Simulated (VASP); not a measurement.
The system is ScSb2N3.

```
Sc Sb N
1.0
     5.78073    0.00000    0.00000
    -2.89037    5.00626    0.00000
     0.00000    0.00000    3.69735
Sc Sb N
1 2 3
Direct
  0.00000 0.00000 0.00000
  0.33333 0.66667 0.00000
  0.66667 0.33333 0.00000
  0.00000 0.50000 0.50000
  0.50000 0.50000 0.50000
  0.50000 0.00000 0.50000
```

The cell was generated, and may not be a known phase.

| Property | Result |
| --- | --- |
| Program | VASP 6.6.1 |
| Task | relaxation of cell and atoms |
| Functional | PBE |
| Potentials or basis | VASP PAW PBE potentials, release 64 (Sc_sv, Sb, N) |
| Cutoff | 600 eV |
| k mesh | 3 × 3 × 6 |
| Occupations | gaussian, width 0.1 eV |
| Spin | no spin polarisation |

At the start: pressure -12.3 GPa; volume 17.83 Å³/atom.

**Question.** Where does the relaxation end?

**Answer.** Over 7 steps the energy falls by 408.6 meV/atom and the volume is 15.26 Å³/atom (-14.4 %); space group P6/mmm (No. 191, to 0.1 Å) before and after.

Step by step:
```tsv
step	energy change (eV)	largest force (eV/Å)	pressure (GPa)	volume (Å³)
1	0.0000	0.0000	-12.31	107.00
2	-2.3141	0.0000	5.74	86.44
3	-2.3168	0.0000	4.82	86.95
4	-2.4312	0.0000	1.85	90.68
5	-2.4382	0.0000	2.28	89.95
6	-2.4446	0.0000	-1.48	92.76
7	-2.4519	0.0000	0.06	91.56
```

Final structure:
```yaml
crystal:
  lattice:
    - [5.85316, 0.00000, 0.00000]
    - [-2.92658, 5.06899, 0.00000]
    - [0.00000, 0.00000, 3.08584]
  atoms:
    - { symbol: Sc, position: [0.00000, 0.00000, 0.00000] }
    - { symbol: Sb, position: [0.33333, 0.66667, 0.00000] }
    - { symbol: Sb, position: [0.66667, 0.33333, 0.00000] }
    - { symbol: N, position: [0.00000, 0.50000, 0.50000] }
    - { symbol: N, position: [0.50000, 0.50000, 0.50000] }
    - { symbol: N, position: [0.50000, 0.00000, 0.50000] }
```

Caveat: the k points lie up to 0.41 Å⁻¹ apart in the final cell, too coarse for converged energies and pressures of a metal; a cell axis changed by over 15 % at a fixed basis, so the end point is rough.
